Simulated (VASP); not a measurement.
# Al2GaN3 (Cm) in VASP: a series of runs, part 2 of 3

VASP 6.6.1. Earlier steps stand in the parts before.

## (4) Relaxation of cell and atoms, PBEsol, target pressure 10 GPa, at which the enthalpy is minimised

This run uses another cell than the first one, of 10.28 Å³/atom.

INCAR

```
SYSTEM = Al2GaN3
PREC     = Accurate       ! precision mode
ENCUT    = 600            ! plane-wave cutoff, eV
EDIFF    = 1E-7           ! SCF threshold, eV
ISMEAR   = 0              ! smearing method
SIGMA    = 0.02           ! smearing width, eV
LREAL    = .False.        ! projectors in reciprocal space
LASPH    = .True.         ! aspherical terms in the spheres
NELM     = 120            ! most SCF steps
ALGO     = Normal         ! electronic algorithm
ISIF     = 3              ! what is computed and relaxed
LWAVE    = .False.        ! write WAVECAR
LCHARG   = .False.        ! write CHGCAR
GGA      = PS             ! functional
IBRION   = 2              ! ionic algorithm
NSW      = 70             ! ionic steps
EDIFFG   = -0.008         ! ionic threshold
PSTRESS  = 100.0        
GGA_COMPAT= .False.      
NELMIN   = 4            
KPAR     = 4
```

KPOINTS

```
Automatic mesh
0
Gamma
  8 8 4
  0 0 0
```

POSCAR

```
Al2GaN3
1.0
    5.6526473638     -1.5441270342      0.0024314353
    5.6526473638      1.5441270342      0.0024314353
   -1.8643961422      0.0000000000      7.0643633757
Al Ga N
4 2 6
Direct
    0.9442602249      0.9442602249      0.3891871972
    0.8889845407      0.8889845407      0.7766077478
    0.2232323982      0.2232323982      0.4444736581
    0.5540539183      0.5540539183      0.1130383259
    0.2770693894      0.2770693894      0.0576184248
    0.6096257733      0.6096257733      0.7217760094
    0.1475340446      0.1475340446      0.1850472495
    0.4815972724      0.4815972724      0.8525437991
    0.8183305768      0.8183305768      0.5150453646
    0.7643962518      0.7643962518      0.9017083376
    0.0953237181      0.0953237181      0.5647154391
    0.4309568916      0.4309568916      0.2430394364
```

Started as:

```sh
$ cat potpaw_PBE.64/Al/POTCAR potpaw_PBE.64/Ga_d/POTCAR potpaw_PBE.64/N/POTCAR > POTCAR
$ mpirun -np 4 vasp_std > vasp.out
```

It took 5.8 min on 4 MPI ranks of Intel Xeon Platinum 8488C (Sapphire Rapids), shared host; peak memory 0.65 GiB.

The run converged. Its results:

```
Free energy                                                : -88.6504 eV
Relaxed volume                                             : 10.27 Å³/atom
Relaxed cell                                               : a = 5.858 Å, b = 5.858 Å, c = 7.305 Å, α = 104.19°, β = 104.19°, γ = 30.57°
Space group after relaxing (to 0.1 Å)                      : Cm (No. 8)
Energy change on relaxing (the run minimises the enthalpy) : +0.2 meV/atom
Ionic steps                                                : 4
Pressure after relaxing                                    : 10.0 GPa
Largest force after relaxing                               : 0.006 eV/Å
Band gap on the k mesh                                     : 3.64 eV
```

Forces on the atoms (eV/Å):
```
Al   0.005  0.000 -0.001
Al  -0.001  0.000 -0.001
Al   0.002  0.000  0.000
Al  -0.004  0.000  0.003
Ga   0.000  0.000 -0.003
Ga   0.005  0.000 -0.003
N   -0.005  0.000  0.002
N   -0.005  0.000  0.002
N    0.002  0.000  0.001
N    0.001  0.000  0.000
N    0.000  0.000  0.002
N    0.000  0.000 -0.001
```

Step by step:
| step | energy change (eV) | largest force (eV/Å) | pressure (GPa) | volume (Å³) |
| --- | --- | --- | --- | --- |
| 1 | 0.0000 | 0.0270 | 9.93 | 123.34 |
| 2 | 0.0049 | 0.0192 | 10.09 | 123.26 |
| 3 | 0.0035 | 0.0124 | 10.03 | 123.28 |
| 4 | 0.0023 | 0.0058 | 10.00 | 123.30 |

Final structure:
```yaml
crystal:
  lattice:
    - [5.65027, -1.54439, 0.00398]
    - [5.65027, 1.54439, 0.00398]
    - [-1.86167, 0.00000, 7.06345]
  atoms:
    - { symbol: Al, position: [0.94429, 0.94429, 0.38912] }
    - { symbol: Al, position: [0.88905, 0.88905, 0.77649] }
    - { symbol: Al, position: [0.22333, 0.22333, 0.44446] }
    - { symbol: Al, position: [0.55408, 0.55408, 0.11300] }
    - { symbol: Ga, position: [0.27707, 0.27707, 0.05763] }
    - { symbol: Ga, position: [0.60961, 0.60961, 0.72178] }
    - { symbol: N, position: [0.14749, 0.14749, 0.18505] }
    - { symbol: N, position: [0.48160, 0.48160, 0.85260] }
    - { symbol: N, position: [0.81831, 0.81831, 0.51503] }
    - { symbol: N, position: [0.76434, 0.76434, 0.90176] }
    - { symbol: N, position: [0.09534, 0.09534, 0.56481] }
    - { symbol: N, position: [0.43085, 0.43085, 0.24306] }
```

Levels at points of the mesh, in eV from the valence-band top:
| k point | band 31 | band 32 | band 33 | band 34 | band 35 | band 36 | band 37 | band 38 |
| --- | --- | --- | --- | --- | --- | --- | --- | --- |
| (0.00, 0.00, 0.00) | -0.91 | -0.07 | -0.01 | 0.00 | 3.64 | 5.26 | 5.54 | 6.07 |
| (0.50, 0.00, 0.00) | -1.59 | -1.49 | -1.37 | -1.31 | 4.86 | 5.23 | 5.58 | 5.80 |
| (0.50, 0.50, 0.00) | -0.87 | -0.68 | -0.57 | -0.38 | 5.39 | 5.65 | 5.80 | 6.13 |
| (0.00, 0.00, 0.50) | -0.55 | -0.46 | -0.32 | -0.11 | 4.81 | 5.03 | 5.30 | 5.39 |
| (0.50, 0.00, 0.50) | -1.95 | -1.09 | -0.95 | -0.79 | 5.39 | 5.54 | 5.69 | 5.89 |
| (0.50, 0.50, 0.50) | -0.75 | -0.67 | -0.28 | -0.20 | 5.34 | 5.37 | 5.84 | 6.24 |

Caveat: the cell is relaxed towards a set pressure, so the run minimises the enthalpy, not the energy; the PAW data sets were made with another functional, which shifts forces and pressure a little. A k mesh can miss the band edges.

## (5) Relaxation of cell and atoms, PBEsol, target pressure 20 GPa, at which the enthalpy is minimised

This run uses another cell than the first one, of 9.87 Å³/atom.

INCAR

```
ALGO = Normal
EDIFF = 1E-6
EDIFFG = -0.008
ENCUT = 600
GGA = PS
IBRION = 2
ISIF = 3
ISMEAR = 0
KPAR = 4
LASPH = T
LCHARG = F
LREAL = F
LWAVE = F
NELM = 80
NSW = 70
PREC = Accurate
PSTRESS = 200.0
SIGMA = 0.02
```

KPOINTS

```
k-points
0
Gamma
  8 8 4
```

POSCAR

```
Al2GaN3
1.0
    5.5754882344     -1.5241424432      0.0042682550
    5.5754882344      1.5241424432      0.0042682550
   -1.8366110465      0.0000000000      6.9705080540
Al Ga N
4 2 6
Direct
    0.9443293397      0.9443293397      0.3891241941
    0.8890507219      0.8890507219      0.7764720599
    0.2233818871      0.2233818871      0.4444369220
    0.5540322793      0.5540322793      0.1130458980
    0.2770374067      0.2770374067      0.0576584276
    0.6096002744      0.6096002744      0.7217556740
    0.1474079943      0.1474079943      0.1851207585
    0.4815395355      0.4815395355      0.8526552049
    0.8183494947      0.8183494947      0.5150217731
    0.7643908610      0.7643908610      0.9016983380
    0.0953698576      0.0953698576      0.5646920001
    0.4308753478      0.4308753478      0.2431197397
```

Potentials or basis: VASP PAW PBE potentials, release 64 (Al, Ga_d, N).

Started as:

```sh
$ cat potpaw_PBE.64/Al/POTCAR potpaw_PBE.64/Ga_d/POTCAR potpaw_PBE.64/N/POTCAR > POTCAR
$ mpirun -np 4 vasp_std > vasp.out
```

OUTCAR:

```text
EDIFF = 1E-6
   EDIFFG = -0.008
   ENCUT = 600
   GGA = PS
   IBRION = 2
   ISIF = 3
   ISMEAR = 0
   LASPH = T
   LREAL = F
   NELM = 80
   NSW = 70
   PREC = Accurate
   PSTRESS = 200.0

 ion  position               nearest neighbor table
   1  0.944  0.944  0.389-  11 1.83  12 1.84  12 1.84   9 1.86   4 3.00   4 3.00   2 3.01   3 3.01
                             3 3.01   3 3.04   6 3.04   6 3.04   5 3.04   5 3.04
   2  0.889  0.889  0.776-  10 1.84   8 1.84   8 1.84   9 1.85   6 3.00   6 3.00   1 3.01   3 3.04
                             3 3.04   6 3.04   5 3.05   5 3.05   4 3.05   4 3.05
   3  0.223  0.223  0.444-   7 1.85  11 1.85   9 1.85   9 1.85   5 3.00   1 3.01   1 3.01   1 3.04
                             6 3.04   6 3.04   2 3.04   2 3.04   4 3.05   4 3.05
   4  0.554  0.554  0.113-   7 1.84   7 1.84   8 1.85  12 1.85   1 3.00   1 3.00   5 3.01   5 3.03
                             5 3.03   6 3.04   3 3.05   3 3.05   2 3.05   2 3.05
   5  0.277  0.277  0.058-  10 1.88  10 1.88  12 1.89   7 1.90   3 3.00   4 3.01   4 3.03   4 3.03
                             1 3.04   1 3.04   2 3.05   2 3.05
   6  0.610  0.610  0.722-  10 1.88  11 1.88  11 1.88   8 1.90   2 3.00   2 3.00   3 3.04   3 3.04
                             1 3.04   1 3.04   4 3.04   2 3.04
   7  0.147  0.147  0.185-   4 1.84   4 1.84   3 1.85   5 1.90
   8  0.482  0.482  0.853-   2 1.84   2 1.84   4 1.85   6 1.90
   9  0.818  0.818  0.515-   2 1.85   3 1.85   3 1.85   1 1.86
  10  0.764  0.764  0.902-   2 1.84   6 1.88   5 1.88   5 1.88
  11  0.095  0.095  0.565-   1 1.83   3 1.85   6 1.88   6 1.88
  12  0.431  0.431  0.243-   1 1.84   1 1.84   4 1.85   5 1.89

  LATTYP: Found a base centered monoclinic cell.
 ALAT       =    11.1509797363
 B/A-ratio  =     0.2733647588
 C/A-ratio  =     0.6464370449
 COS(beta)  =    -0.2540470409

  Lattice vectors:

 A1 = (   5.5754882344,  -1.5241424432,   0.0042682550)
 A2 = (   5.5754882344,   1.5241424432,   0.0042682550)
 A3 = (  -1.8366110465,   0.0000000000,   6.9705080540)

Analysis of symmetry for initial positions (statically):
=====================================================================
 Subroutine PRICEL returns:
 Original cell was already a primitive cell.

 Routine SETGRP: Setting up the symmetry group for a
 base centered monoclinic supercell.

 Subroutine GETGRP returns: Found  2 space group operations
 (whereof  2 operations were pure point group operations)
 out of a pool of  4 trial point group operations.

The static configuration has the point symmetry C_1h.

Analysis of symmetry for dynamics (positions and initial velocities):
=====================================================================
 Subroutine PRICEL returns:
 Original cell was already a primitive cell.

 Routine SETGRP: Setting up the symmetry group for a
 base centered monoclinic supercell.

 Subroutine GETGRP returns: Found  2 space group operations
 (whereof  2 operations were pure point group operations)
 out of a pool of  4 trial point group operations.

The dynamic configuration has the point symmetry C_1h.

 Subroutine INISYM returns: Found  2 space group operations
 (whereof  2 operations are pure point group operations),
 and found     1 'primitive' translations

----------------------------------------------------------------------------------------

                                     Primitive cell

  volume of cell :     118.4924

[... 91 lines left out ...]
   number of dos      NEDOS =    301   number of ions     NIONS =     12
   total plane-waves  NPLWV = 138240
   dimension x,y,z NGX =    48 NGY =   48 NGZ =   60
   dimension x,y,z NGXF=    96 NGYF=   96 NGZF=  120
   ions per type =               4   2   6
   NGX,Y,Z   is equivalent  to a cutoff of  13.81, 13.81, 13.84 a.u.
   NGXF,Y,Z  is equivalent  to a cutoff of  27.61, 27.61, 27.68 a.u.
 SYSTEM =  unknown system
   PREC   = accura    normal or accurate (medium, high low for compatibility)
   ISTART =      0    job   : 0-new  1-cont  2-samecut
   ICHARG =      2    charge: 1-file 2-atom 10-const
   ISPIN  =      1    spin polarized calculation?
   LNONCOLLINEAR =      F non collinear calculations
   LSORBIT =      F    spin-orbit coupling
   LASPH  =      T    aspherical Exc in radial PAW
   ENCUT  =  600.0 eV  44.10 Ry    6.64 a.u.  11.54 11.54 14.40*2*pi/ulx,y,z
   NELM   =     80;   NELMIN=  2; NELMDL= -5     # of ELM steps
   EDIFF  = 0.1E-05   stopping-criterion for ELM
   LREAL  =      F    real-space projection
   EDIFFG = -.8E-02   stopping-criterion for IOM
   NSW    =     70    number of steps for IOM
   IBRION =      2    ionic relax: 0-MD 1-quasi-New 2-CG
   NFREE  =      1    steps in history (QN), initial steepest desc. (CG)
   ISIF   =      3    stress and relaxation
   ISYM   =      2    0-nonsym 1-usesym 2-fastsym
   POTIM  = 0.5000    time-step for ionic-motion
   TEBEG  =    0.0;   TEEND  =   0.0 temperature during run
   PSTRESS=  200.0 pullay stress
   NELECT =      68.0000    total number of electrons
   NUPDOWN=      -1.0000    fix difference up-down
   EMIN   =  10.00;   EMAX   =-10.00  energy-range for DOS
   EFERMI =   0.00;   METHOD = LEGACY
   ISMEAR =     0;   SIGMA  =   0.02  broadening in eV -4-tet -1-fermi 0-gaus
   EFERMI_NEDOS =   21; number of points for ismear=-14 and -15
   IALGO  =     38    algorithm
   IMIX   =      4    mixing-type and parameters
     AMIX     =   0.40;   BMIX     =  1.00
     AMIX_MAG =   1.60;   BMIX_MAG =  1.00
  volume/ion in A,a.u.               =       9.87        66.64
  Fermi-wavevector in a.u.,A,eV,Ry     =   1.360445  2.570868 25.181805  1.850810
  Thomas-Fermi vector in A             =   2.487106
   LORBIT       =      0    0 simple, 1 ext, 2 COOP (PROOUT), +10 PAW based schemes
   GGA     = PS    functional components
   LHFCALC =     F    Hartree Fock is set to
   AEXX    =    0.0000 exact exchange contribution
   IVDW    =     0    specifies the selected vdW correction
   LEPSILON=     F    determine dielectric tensor
   LRPA    =     F    only Hartree local field effects (RPA)
 conjugate gradient relaxation of ions
 non-spin polarized calculation
 Gauss-broadening in eV      SIGMA  =   0.02
  energy-cutoff  :      600.00
  volume of cell :      118.49
 maximum number of plane-waves:      3976
 NGX is ok and might be reduce to    48
   NGX = 23   NGY = 23   NGZ = 29

--------------------------------------- Ionic step        1  -------------------------------------------

 number of electron      68.0000004 magnetization

 Free energy of the ion-electron system (eV)
  ---------------------------------------------------
  ext. energy  EPLUGINS =         0.00000000
  ---------------------------------------------------
  free energy    TOTEN  =       -88.19448595 eV

  energy without entropy =      -88.19448595  energy(sigma->0) =      -88.19448595

------------------------ aborting loop because EDIFF is reached ----------------------------------------

  FORCE on cell =-STRESS in cart. coord.  units (eV):
  Direction    XX          YY          ZZ          XY          YZ          ZX
  --------------------------------------------------------------------------------------
  -------------------------------------------------------------------------------------
  Total       14.8616156     15.0670497     14.9919271      0.0000000      0.0000000      0.0977038
  in kB      200.9491273    203.7268743    202.7111148      0.0000000      0.0000000      1.3210877
  external PRESSURE =       2.4623721 kB  Pullay stress =     200.0000000 kB
[... 227 lines left out ...]
--------------------------------------- Ionic step        6  -------------------------------------------

 number of electron      68.0000004 magnetization

 Free energy of the ion-electron system (eV)
  ---------------------------------------------------
  ext. energy  EPLUGINS =         0.00000000
  ---------------------------------------------------
  free energy    TOTEN  =       -88.20727913 eV

  energy without entropy =      -88.20727913  energy(sigma->0) =      -88.20727913

 E-fermi :   6.7746     XC(G=0): -11.8029

 val. band max:        6.6519651740   @ k =   0.0000   0.0000   0.0000
 cond. band min:      10.6020014535   @ k =   0.0000   0.0000   0.0000
 fundamental gap:      3.9500362795
 Fermi energy:         6.7745781520

 k-point     1 :       0.0000    0.0000    0.0000
  band No.  band energies     occupation
      1      -9.4390      2.00000
      2      -8.2460      2.00000
      3      -7.9180      2.00000
      4      -7.6858      2.00000
      5      -7.4521      2.00000
      6      -7.0722      2.00000
[... 1045 lines left out ...]
     40      14.2349      0.00000
     41      14.8659      0.00000

 [... further k-points ...]

------------------------ aborting loop because EDIFF is reached ----------------------------------------

  FORCE on cell =-STRESS in cart. coord.  units (eV):
  Direction    XX          YY          ZZ          XY          YZ          ZX
  --------------------------------------------------------------------------------------
  -------------------------------------------------------------------------------------
  Total       14.7840166     14.7529804     14.7622704      0.0000000      0.0000000     -0.0203942
  in kB      199.7321274    199.3128284    199.4383356      0.0000000      0.0000000     -0.2755255
  external PRESSURE =      -0.5055695 kB  Pullay stress =     200.0000000 kB
[... 31 lines left out ...]
  energy  without entropy=      -88.2072791281  energy(sigma->0) =      -88.20727913

  enthalpy is  TOTEN    =       -73.4034348152 eV   P V=       14.8038443129

 reached required accuracy - stopping structural energy minimisation
```

It took 15 min on 4 MPI ranks of Oxide Virtual Turin-like, shared host; peak memory 0.63 GiB.

Results:

```
Free energy                                                : -88.2073 eV
Relaxed volume                                             : 9.88 Å³/atom
Relaxed cell                                               : a = 5.777 Å, b = 5.777 Å, c = 7.208 Å, α = 104.10°, β = 104.10°, γ = 30.62°
Space group after relaxing (to 0.1 Å)                      : Cm (No. 8)
Energy change on relaxing (the run minimises the enthalpy) : -1.1 meV/atom
Ionic steps                                                : 6
Pressure after relaxing                                    : 19.9 GPa
Largest force after relaxing                               : 0.007 eV/Å
Band gap on the k mesh                                     : 3.95 eV
```

Forces in eV/Å, atoms in the order of the input:
```
Al   0.000  0.000 -0.002
Al   0.006  0.000 -0.001
Al   0.007  0.000  0.000
Al   0.000  0.000 -0.006
Ga  -0.004  0.000  0.004
Ga  -0.005  0.000  0.004
N    0.002  0.000 -0.002
N    0.004  0.000 -0.001
N    0.000  0.000  0.000
N   -0.006  0.000  0.001
N    0.004  0.000  0.001
N   -0.007  0.000  0.002
```

Step by step:
```tsv
step	energy change (eV)	largest force (eV/Å)	pressure (GPa)	volume (Å³)
1	0.0000	0.0447	20.25	118.49
2	-0.0326	0.0360	19.55	118.75
3	-0.0180	0.0187	19.92	118.63
4	-0.0131	0.0110	19.99	118.59
5	-0.0101	0.0134	20.03	118.57
6	-0.0128	0.0070	19.95	118.59
```

Final structure:
```
Al Ga N
1.0
     5.57226   -1.52567    0.00828
     5.57226    1.52567    0.00828
    -1.83054    0.00000    6.97212
Al Ga N
4 2 6
Direct
  0.94446 0.94446 0.38899
  0.88916 0.88916 0.77625
  0.22360 0.22360 0.44436
  0.55407 0.55407 0.11304
  0.27705 0.27705 0.05760
  0.60961 0.60961 0.72169
  0.14724 0.14724 0.18521
  0.48145 0.48145 0.85283
  0.81832 0.81832 0.51501
  0.76432 0.76432 0.90176
  0.09540 0.09540 0.56484
  0.43069 0.43069 0.24321
```

Levels at points of the mesh, in eV from the valence-band top:
| k point | band 31 | band 32 | band 33 | band 34 | band 35 | band 36 | band 37 | band 38 |
| --- | --- | --- | --- | --- | --- | --- | --- | --- |
| (0.00, 0.00, 0.00) | -0.94 | -0.08 | 0.00 | 0.00 | 3.95 | 5.40 | 5.71 | 6.24 |
| (0.50, 0.00, 0.00) | -1.66 | -1.54 | -1.41 | -1.35 | 4.98 | 5.35 | 5.65 | 5.88 |
| (0.50, 0.50, 0.00) | -0.91 | -0.69 | -0.60 | -0.39 | 5.50 | 5.89 | 5.99 | 6.31 |
| (0.00, 0.00, 0.50) | -0.57 | -0.49 | -0.32 | -0.11 | 4.94 | 5.27 | 5.46 | 5.64 |
| (0.50, 0.00, 0.50) | -2.01 | -1.13 | -0.98 | -0.82 | 5.48 | 5.66 | 5.80 | 6.00 |
| (0.50, 0.50, 0.50) | -0.79 | -0.69 | -0.28 | -0.20 | 5.50 | 5.57 | 6.08 | 6.53 |

Caveat: the cell is relaxed towards a set pressure, so the run minimises the enthalpy, not the energy; the PAW data sets were made with another functional, which shifts forces and pressure a little. A k mesh can miss the band edges.

(Continued in part 3 of 3.)
